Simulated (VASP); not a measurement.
Runs of VASP 6.6.1 on ZnS. The structure is that of space group R3m (No. 160), or close to it. The cells are those of the table. 

```tsv
cell	gap on the mesh (eV)	pressure (GPa)	largest force (eV/Å)
a = 3.434 Å, angles 82.7°, 2 atoms	1.26	45.7	20.01
a = 3.645 Å, angles 67.3°, 2 atoms	2.21	(b)	1.97
a = 5.258 Å, angles 33.6°, 2 atoms	none	(a)	1.47
a = 3.738 Å, angles 63.2°, 2 atoms	2.46	-0.1	0.61
a = 3.508 Å, angles 75.3°, 2 atoms	1.92	18.0	7.85
```

Alike in all rows: task single point; level r2SCAN; potentials or basis VASP PAW PBE potentials, release 64 (Zn, S); no spin polarisation; k mesh 8 × 8 × 8; cutoff (eV) 520; smearing gaussian 0.05 eV.

Estimate the missing entries.

(a) 23.8; (b) 3.0.

Caveats: the PAW data sets were made with another functional, which shifts forces and pressure a little.

A k mesh can miss the band edges.

A gap of «none» marks levels without a gap at the run's occupations.
